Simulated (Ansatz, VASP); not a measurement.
## One calculation of Tl, two programs

```
CELL_PARAMETERS angstrom
0.00000 3.48604 3.48604
3.48604 0.00000 3.48604
3.48604 3.48604 0.00000
ATOMIC_POSITIONS crystal
Tl 0.12500 0.12500 0.12500
Tl 0.87500 0.87500 0.87500
```

Alike in both runs: task single point; functional PBEsol; k mesh 9 × 9 × 9; occupations fermi-dirac, width 0.1 eV; no spin polarisation.

|  | VASP | Ansatz |
| --- | --- | --- |
| version | VASP 6.6.1 | Ansatz 0.2.0 |
| potentials or method | VASP PAW PBE potentials, release 64 (Tl_d), cutoff 520 eV | plane waves (420 eV) with PAW, scalar-relativistic |
| valence electrons in the cell | 26 | 26 |

|  | VASP | Ansatz | Ansatz less VASP |
| --- | --- | --- | --- |
| pressure (GPa) | -0.7 | -0.7 | +0.05 |

VASP's potentials were made for PBE, not for PBEsol, and Ansatz warns of the same on its side.

Spin-orbit coupling is off throughout.
